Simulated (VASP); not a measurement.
Ga, 2 atoms in the cell. The structure is monoclinic, space group C2/c (No. 15). The conventional cell has a = 2.766 Å, b = 8.053 Å, c = 3.332 Å, α = 90.00°, β = 92.02°, γ = 90.00°. Ga (site symmetry 2) has 10 Ga at 2.69 to 3.33 Å within 3.5 Å. 

| Quantity | Value |
| --- | --- |
| Program | VASP 6.6.1 |
| Task | single point |
| Functional | PBE |
| Potentials or basis | VASP PAW PBE potentials, release 64 (Ga_d) |
| Cutoff | 520 eV |
| k mesh | 10 × 10 × 8 |
| Occupations | gaussian, width 0.019 eV |
| Spin | no spin polarisation |
| Dipole correction | no |
| Further INCAR settings | ALGO = Fast; EDIFF = 1e-07; NBANDS = 20 |

Potentials or basis: VASP PAW PBE potentials, release 64 (Ga_d).

Run with:

```sh
$ cat potpaw_PBE.64/Ga_d/POTCAR > POTCAR
$ mpirun -np 1 vasp_std > vasp.out
```

Hardware: 1 thread of Intel(R) Xeon(R) Platinum 8488C (Sapphire Rapids), on a shared host.

Problem. Estimate the wall time of this run.

Solution. Wall time 3.2 min on 1 thread of Intel(R) Xeon(R) Platinum 8488C (Sapphire Rapids) (shared host), peak memory 0.26 GiB. Counts: scf iterations 13, k points 227.
